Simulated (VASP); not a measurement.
# Be: single point with PBE

Crystal: Be.

```xyz
2
Lattice="2.2798 0.0000 0.0000 -1.1399 1.9744 0.0000 0.0000 0.0000 3.5274" Properties=species:S:1:pos:R:3 pbc="T T T"
Be    0.0000    1.3163    2.6456
Be    1.1399    0.6581    0.8819
```

| Quantity | Value |
| --- | --- |
| Program | VASP 6.6.1 |
| Task | single point |
| Functional | PBE |
| Potentials or basis | VASP PAW PBE potentials, release 64 (Be) |
| Cutoff | 520 eV |
| k mesh | 10 × 10 × 6 |
| Occupations | gaussian, width 0.05 eV |
| Spin | no spin polarisation |

```yaml
Pressure: 0.2 GPa
Band_gap_on_the_k_mesh: zero (band 2 reaches 7.38 eV, above the bottom of band 3 at 6.60 eV)
```

Stress tensor (GPa, compression positive):
```
0.10 0.00 0.00
0.00 0.10 0.00
0.00 0.00 0.25
```

Levels at points of the mesh, in eV from the Fermi level:
| k point | band 1 | band 2 | band 3 | band 4 | band 5 | band 6 |
| --- | --- | --- | --- | --- | --- | --- |
| (0.00, 0.00, 0.00) | -11.31 | -4.24 | 1.42 | 15.61 | 15.61 | 18.54 |
| (0.50, 0.00, 0.00) | -5.03 | -3.19 | 3.67 | 6.57 | 6.96 | 9.12 |
| (0.00, 0.00, 0.50) | -9.10 | -9.10 | 11.22 | 11.22 | 17.33 | 17.33 |
| (0.50, 0.00, 0.50) | -3.62 | -3.62 | 1.53 | 1.53 | 11.80 | 11.80 |

Wall time 2.9 s on 1 thread of Intel(R) Xeon(R) 6975P-C (Granite Rapids) (shared host), peak memory 0.12 GiB.
